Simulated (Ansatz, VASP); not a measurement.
One calculation of FeCo5, two programs

File INCAR:

```
SYSTEM = FeCo5
PREC = Accurate ; ENCUT = 520
EDIFF = 1E-7 ; ISMEAR = 0
SIGMA = 0.1 ; LREAL = .False.
LASPH = .True. ; NELM = 150
ALGO = Fast ; ISIF = 2
LWAVE = .False. ; LCHARG = .True.
ISPIN = 2 ; MAGMOM = 2.83 1.89 1.89 1.89 1.89 1.89
LORBIT = 11 ; LMAXMIX = 4
GGA = PE ; LELF = .True.
LVHAR = .True. ; NBANDS = 40
```

File KPOINTS:

```
regular mesh
0
Gamma
  6 6 2
  0 0 0
```

POSCAR

```
FeCo5
1.0
    2.4941409000      0.0000000000      0.0000000000
    0.0000000000      2.4941409000      0.0000000000
    0.0000000000      0.0000000000     10.6762517000
Fe Co
1 5
Direct
    0.5000000000      0.5000000000      0.0000000000
    0.0000000000      0.0000000000      0.8271030000
    0.5000000000      0.5000000000      0.6657390000
    0.0000000000      0.0000000000      0.5000000000
    0.5000000000      0.5000000000      0.3342610000
    0.0000000000      0.0000000000      0.1728970000
```

Input for Ansatz:

```yaml
crystal:
  lattice:
    - [2.4941409, 0.0, 0.0]
    - [0.0, 2.4941409, 0.0]
    - [0.0, 0.0, 10.6762517]
  atoms:
    - { symbol: Fe, position: [0.5, 0.5, 0.0], spin: 2.83 }
    - { symbol: Co, position: [0.0, 0.0, 0.827103], spin: 1.89 }
    - { symbol: Co, position: [0.5, 0.5, 0.665739], spin: 1.89 }
    - { symbol: Co, position: [0.0, 0.0, 0.5], spin: 1.89 }
    - { symbol: Co, position: [0.5, 0.5, 0.334261], spin: 1.89 }
    - { symbol: Co, position: [0.0, 0.0, 0.172897], spin: 1.89 }
basis:
  ecutwfc: 420
kpoints:
  mp_grid: { grid: [6, 6, 2] }
hamiltonian:
  xc: pbe
scf:
  occupations: { method: gaussian, width: 0.1 }
  lower_state_search: "off"
output:
  forces: true
  stress: true
  eigenvalues: true
  populations: true
magnetization:
  spin_polarized: true
```

Alike in both runs: task single point; functional PBE; k mesh 6 × 6 × 2; occupations gaussian, width 0.1 eV; collinear spin.

```csv
,VASP,Ansatz
version,VASP 6.6.1,Ansatz 0.2.0
potentials or method,"VASP PAW PBE potentials, release 64 (Fe, Co), cutoff 520 eV","scalar-relativistic, plane waves, PAW"
valence electrons in the cell,53,101
```

|  | VASP | Ansatz | Ansatz less VASP |
| --- | --- | --- | --- |
| gap on the k mesh at the Fermi level (eV) | none | none | - |
| pressure (GPa) | -0.1 | 0.6 | +0.62 |
| traceless stress, the component that is largest in VASP (GPa) | 0.45 | 0.43 | -0.018 |
| rms of the force components (eV/Å) | 0.022 | 0.020 | -0.0017 |
| net moment per atom (μB) | 1.83 | 1.83 | +0.006 |
| size of the moment on the site where the two differ most (μB) | 1.68 | 1.74 | +0.066 |

Site moments also hang on the region over which each program counts them. Atom by atom the forces differ by 0.006 eV/Å (rms over components). A gap of «none» marks a metal or a gap that the smearing closes. The functional is the same, so the differences come from potentials, cutoffs and numerics. VASP's potentials hold 53 valence electrons a cell and Ansatz's 101, so a difference there can come from the potentials and not from the codes.

The k mesh is coarse, so the values compare programs but aren't converged.
